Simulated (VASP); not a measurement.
# C (Fd-3m) in VASP: a series of runs, part 2 of 2

VASP 6.6.1. The steps go on from the part before.

## Step 4: Single point, PBEsol (volume scaled by 0.880)

INCAR

```
SYSTEM = C
  PREC = Accurate
  ENCUT = 520
  EDIFF = 1E-6
  ISMEAR = 0
  SIGMA = 0.05
  LREAL = .FALSE.
  LASPH = .TRUE.
  NELM = 100
  ALGO = Normal
  ISIF = 2
  LWAVE = .FALSE.
  LCHARG = .TRUE.
  GGA = PS
  LELF = .TRUE.
  LVHAR = .TRUE.
  NBANDS = 11
```

KPOINTS

```
Automatic mesh
0
G
  22 22 22
  0 0 0
```

POSCAR

```
C
1.0
    0.0000000000      1.7027206435      1.7027206435
    1.7027206435      0.0000000000      1.7027206435
    1.7027206435      1.7027206435      0.0000000000
C
2
Direct
    0.0000000000      0.0000000000      0.0000000000
    0.2500000000      0.2500000000      0.2500000000
```

Potentials or basis: VASP PAW PBE potentials, release 64 (C).

The run is started by

```bash
$ cat potpaw_PBE.64/C/POTCAR > POTCAR
$ mpirun -np 1 vasp_std > vasp.out
```

OUTCAR:

```text
SYSTEM = C
   PREC = Accurate
   ENCUT = 520
   EDIFF = 1E-6
   ISMEAR = 0
   LREAL = .FALSE.
   LASPH = .TRUE.
   NELM = 100
   ISIF = 2
   GGA = PS

 ion  position               nearest neighbor table
   1  0.000  0.000  0.000-   2 1.47   2 1.47   2 1.47   2 1.47
   2  0.250  0.250  0.250-   1 1.47   1 1.47   1 1.47   1 1.47

  LATTYP: Found a face centered cubic cell.
 ALAT       =     3.4054412870

  Lattice vectors:

 A1 = (   0.0000000000,   1.7027206435,   1.7027206435)
 A2 = (   1.7027206435,   0.0000000000,   1.7027206435)
 A3 = (   1.7027206435,   1.7027206435,   0.0000000000)

Analysis of symmetry for initial positions (statically):
=====================================================================
 Subroutine PRICEL returns:
 Original cell was already a primitive cell.

 Routine SETGRP: Setting up the symmetry group for a
 face centered cubic supercell.

 Subroutine GETGRP returns: Found 48 space group operations
 (whereof 24 operations were pure point group operations)
 out of a pool of 48 trial point group operations.

The static configuration has the point symmetry T_d .
 The point group associated with its full space group is O_h .

Analysis of symmetry for dynamics (positions and initial velocities):
=====================================================================
 Subroutine PRICEL returns:
 Original cell was already a primitive cell.

 Routine SETGRP: Setting up the symmetry group for a
 face centered cubic supercell.

 Subroutine GETGRP returns: Found 48 space group operations
 (whereof 24 operations were pure point group operations)
 out of a pool of 48 trial point group operations.

The dynamic configuration has the point symmetry T_d .
 The point group associated with its full space group is O_h .

 Subroutine INISYM returns: Found 48 space group operations
 (whereof 24 operations are pure point group operations),
 and found     1 'primitive' translations

----------------------------------------------------------------------------------------

                                     Primitive cell

  volume of cell :       9.8733

  direct lattice vectors                    reciprocal lattice vectors
     0.000000000  1.702720643  1.702720643    -0.293647700  0.293647700  0.293647700
     1.702720643  0.000000000  1.702720643     0.293647700 -0.293647700  0.293647700
     1.702720643  1.702720643  0.000000000     0.293647700  0.293647700 -0.293647700

  length of vectors
     2.408010627  2.408010627  2.408010627     0.508612735  0.508612735  0.508612735

  position of ions in fractional coordinates (direct lattice)
     0.000000000  0.000000000  0.000000000
     0.250000000  0.250000000  0.250000000

  ion indices of the primitive-cell ions
   primitive index   ion index
                 1           1
                 2           2

----------------------------------------------------------------------------------------

 KPOINTS: Automatic mesh

Automatic generation of k-mesh.
 Grid dimensions read from file:
 generate k-points for:   22   22   22

 Generating k-lattice:

  Cartesian coordinates                     Fractional coordinates (reciprocal lattice)
    -0.013347623  0.013347623  0.013347623     0.045454545  0.000000000  0.000000000
     0.013347623 -0.013347623  0.013347623     0.000000000  0.045454545  0.000000000
     0.013347623  0.013347623 -0.013347623     0.000000000  0.000000000  0.045454545

  Length of vectors
     0.023118761  0.023118761  0.023118761

  Shift w.r.t. Gamma in fractional coordinates (k-lattice)
     0.000000000  0.000000000  0.000000000

 Subroutine IBZKPT returns following result:
 ===========================================

 Found    328 irreducible k-points:

 Following reciprocal coordinates:
            Coordinates               Weight
  0.000000  0.000000  0.000000      1.000000
  0.045455  0.000000  0.000000      8.000000
  0.090909  0.000000  0.000000      8.000000
  0.136364  0.000000  0.000000      8.000000
  0.181818  0.000000  0.000000      8.000000
  0.227273  0.000000  0.000000      8.000000
[... 16 lines left out ...]
  0.500000  0.045455  0.000000     24.000000
 -0.454545  0.045455  0.000000     24.000000
 [... further k-points ...]
   k-points           NKPTS =    328   k-points in BZ     NKDIM =    328   number of bands    NBANDS=     11
   number of dos      NEDOS =    301   number of ions     NIONS =      2
   total plane-waves  NPLWV =   5832
   dimension x,y,z NGX =    18 NGY =   18 NGZ =   18
   dimension x,y,z NGXF=    36 NGYF=   36 NGZF=   36
   ions per type =               2
   NGX,Y,Z   is equivalent  to a cutoff of  12.43, 12.43, 12.43 a.u.
   NGXF,Y,Z  is equivalent  to a cutoff of  24.85, 24.85, 24.85 a.u.
 SYSTEM =  C
   PREC   = accura    normal or accurate (medium, high low for compatibility)
   ISTART =      0    job   : 0-new  1-cont  2-samecut
   ICHARG =      2    charge: 1-file 2-atom 10-const
   ISPIN  =      1    spin polarized calculation?
   LNONCOLLINEAR =      F non collinear calculations
   LSORBIT =      F    spin-orbit coupling
   LASPH  =      T    aspherical Exc in radial PAW
   ENCUT  =  520.0 eV  38.22 Ry    6.18 a.u.   4.48  4.48  4.48*2*pi/ulx,y,z
   NELM   =    100;   NELMIN=  2; NELMDL= -5     # of ELM steps
   EDIFF  = 0.1E-05   stopping-criterion for ELM
   LREAL  =      F    real-space projection
   EDIFFG = 0.1E-04   stopping-criterion for IOM
   NSW    =      0    number of steps for IOM
   IBRION =     -1    ionic relax: 0-MD 1-quasi-New 2-CG
   NFREE  =      0    steps in history (QN), initial steepest desc. (CG)
   ISIF   =      2    stress and relaxation
   ISYM   =      2    0-nonsym 1-usesym 2-fastsym
   POTIM  = 0.5000    time-step for ionic-motion
   TEBEG  =    0.0;   TEEND  =   0.0 temperature during run
   PSTRESS=    0.0 pullay stress
   NELECT =       8.0000    total number of electrons
   NUPDOWN=      -1.0000    fix difference up-down
   EMIN   =  10.00;   EMAX   =-10.00  energy-range for DOS
   EFERMI =   0.00;   METHOD = LEGACY
   ISMEAR =     0;   SIGMA  =   0.05  broadening in eV -4-tet -1-fermi 0-gaus
   EFERMI_NEDOS =   21; number of points for ismear=-14 and -15
   IALGO  =     38    algorithm
   IMIX   =      4    mixing-type and parameters
     AMIX     =   0.40;   BMIX     =  1.00
     AMIX_MAG =   1.60;   BMIX_MAG =  1.00
  volume/ion in A,a.u.               =       4.94        33.31
  Fermi-wavevector in a.u.,A,eV,Ry     =   1.526223  2.884144 31.692836  2.329358
  Thomas-Fermi vector in A             =   2.634286
   LORBIT       =      0    0 simple, 1 ext, 2 COOP (PROOUT), +10 PAW based schemes
   GGA     = PS    functional components
   LHFCALC =     F    Hartree Fock is set to
   AEXX    =    0.0000 exact exchange contribution
   IVDW    =     0    specifies the selected vdW correction
   LEPSILON=     F    determine dielectric tensor
   LRPA    =     F    only Hartree local field effects (RPA)
 non-spin polarized calculation
 Gauss-broadening in eV      SIGMA  =   0.05
  energy-cutoff  :      520.00
  volume of cell :        9.87
 maximum number of plane-waves:       283
 NGX is ok and might be reduce to    18
   NGX =  9   NGY =  9   NGZ =  9

 number of electron       7.9999997 magnetization

 Free energy of the ion-electron system (eV)
  ---------------------------------------------------
  ext. energy  EPLUGINS =         0.00000000
  ---------------------------------------------------
  free energy    TOTEN  =       -18.95916422 eV

  energy without entropy =      -18.95916422  energy(sigma->0) =      -18.95916422

 E-fermi :  12.1545     XC(G=0): -14.1294

 val. band max:       11.8230872033   @ k =   0.0000   0.0000   0.0000
 cond. band min:      16.1504521619   @ k =   0.3636   0.3636   0.0000
 fundamental gap:      4.3273649586
 Fermi energy:        12.1544697723

 k-point     1 :       0.0000    0.0000    0.0000
  band No.  band energies     occupation
      1     -11.6571      2.00000
      2      11.8231      2.00000
      3      11.8231      2.00000
      4      11.8231      2.00000
      5      17.7463      0.00000
      6      17.7463      0.00000
      7      17.7463      0.00000
      8      28.4895      0.00000
      9      32.6816      0.00000
     10      39.8937      0.00000
     11      39.8937      0.00000
[... 309 lines left out ...]
 k-point    24 :      -0.4545    0.0455    0.0000
  band No.  band energies     occupation
      1      -5.2791      2.00000
      2      -2.8321      2.00000
      3       8.3422      2.00000
      4       8.6125      2.00000
      5      20.7632      0.00000
      6      20.9134      0.00000
      7      22.7778      0.00000
      8      28.5932      0.00000
      9      35.3250      0.00000
     10      38.7876      0.00000
     11      38.9208      0.00000

 [... further k-points ...]
[... 5 lines left out ...]
  --------------------------------------------------------------------------------------
  -------------------------------------------------------------------------------------
  Total        4.5831493      4.5831493      4.5831493     -0.0000000      0.0000000     -0.0000000
  in kB      743.7284403    743.7284403    743.7284403     -0.0000000      0.0000000     -0.0000000
  external PRESSURE =     743.7284403 kB  Pullay stress =       0.0000000 kB

 VOLUME and BASIS-vectors are now :
 -----------------------------------------------------------------------------
  energy-cutoff  :      520.00
  volume of cell :        9.87
      direct lattice vectors                 reciprocal lattice vectors
     0.000000000  1.702720643  1.702720643    -0.293647700  0.293647700  0.293647700
     1.702720643  0.000000000  1.702720643     0.293647700 -0.293647700  0.293647700
     1.702720643  1.702720643  0.000000000     0.293647700  0.293647700 -0.293647700

 POSITION                                       TOTAL-FORCE (eV/Angst)
 -----------------------------------------------------------------------------------
      0.00000      0.00000      0.00000         0.000000      0.000000      0.000000
      0.85136      0.85136      0.85136        -0.000000     -0.000000     -0.000000
 -----------------------------------------------------------------------------------
    total drift:                               -0.000000     -0.000000     -0.000000

  FREE ENERGIE OF THE ION-ELECTRON SYSTEM (eV)
  ---------------------------------------------------
  free  energy   TOTEN  =       -18.9591642249 eV

  energy  without entropy=      -18.9591642249  energy(sigma->0) =      -18.95916422
```

stdout:

```text
POSCAR found type information on POSCAR C
 POSCAR found :  1 types and       2 ions
 scaLAPACK will be used
 -----------------------------------------------------------------------------
|                                                                             |
|                                                                             |
|     You enforced a specific xc type in the INCAR file but a different       |
|     I HOPE YOU KNOW WHAT YOU ARE DOING!                                     |
|                                                                             |
 -----------------------------------------------------------------------------

 LDA part: xc-table for (Slater+PW92), standard interpolation
 POSCAR, INCAR and KPOINTS ok, starting setup
 FFT: planning ... GRIDC
 FFT: planning ... GRID_SOFT
 FFT: planning ... GRID
 WAVECAR not read
 entering main loop
```

It took 32 s on 1 thread of Intel Xeon 8259CL, shared host; peak memory 0.14 GiB.

Results:

```yaml
Free_energy: -18.9592 eV
Pressure: 74.4 GPa
Band_gap_on_the_k_mesh: 4.33 eV, indirect (least direct gap 5.92 eV)
```

Caveat: the PAW data sets were made with another functional, which shifts forces and pressure a little. A k mesh can miss the band edges.

## Step 5: Single point, PBEsol (volume scaled by 0.920)

INCAR

```
SYSTEM = C
PREC = Accurate ; ENCUT = 520
EDIFF = 1E-6 ; ISMEAR = 0
SIGMA = 0.05 ; LREAL = .FALSE.
LASPH = .TRUE. ; NELM = 80
ALGO = Normal ; ISIF = 2
LWAVE = .FALSE. ; LCHARG = .FALSE.
GGA = PS ; NBANDS = 11
```

KPOINTS is that of step 4.

POSCAR

```
C
1.0
    0.0000000000      1.7281381317      1.7281381317
    1.7281381317      0.0000000000      1.7281381317
    1.7281381317      1.7281381317      0.0000000000
C
2
Direct
    0.0000000000      0.0000000000      0.0000000000
    0.2500000000      0.2500000000      0.2500000000
```

The run is started by

```bash
$ cat potpaw_PBE.64/C/POTCAR > POTCAR
$ mpirun -np 1 vasp_std > vasp.out
```

Wall time 30 s (1 thread of Intel Xeon 8259CL, shared host); peak memory 0.14 GiB.

It converged, with:

```
Free energy            : -19.1261 eV
Pressure               : 45.3 GPa
Band gap on the k mesh : 4.22 eV, indirect (least direct gap 5.80 eV)
```

Levels at points of the mesh, in eV from the valence-band top:
```
           k point  band 1  band 2  band 3  band 4  band 5  band 6  band 7  band 8  band 9
(0.00, 0.00, 0.00)  -22.83    0.00    0.00    0.00    5.80    5.80    5.80   15.58   20.22
(0.50, 0.00, 0.00)  -16.43  -14.56   -3.06   -3.06    8.78    8.78   10.16   16.32   23.08
(0.50, 0.50, 0.00)  -13.47  -13.47   -6.93   -6.93    4.80    4.80   18.27   18.27   24.93
```

Caveat: the PAW data sets were made with another functional, which shifts forces and pressure a little. A k mesh can miss the band edges.

## Step 6: The runs side by side

```tsv
cell	gap on the mesh (eV)	pressure (GPa)
a = 2.333 Å, angles 60.0°, 2 atoms	4.57	152.4
a = 2.371 Å, angles 60.0°, 2 atoms	4.44	109.6
a = 2.408 Å, angles 60.0°, 2 atoms	4.33	74.4
a = 2.444 Å, angles 60.0°, 2 atoms	4.22	45.3
```

Alike in all rows: task single point; level PBEsol; potentials or basis VASP PAW PBE potentials, release 64 (C); no spin polarisation; k mesh 22 × 22 × 22; cutoff (eV) 520; smearing gaussian 0.05 eV.

Caveats: the PAW data sets were made with another functional, which shifts forces and pressure a little.

Absolute energies hang on the potentials; compare differences alone.
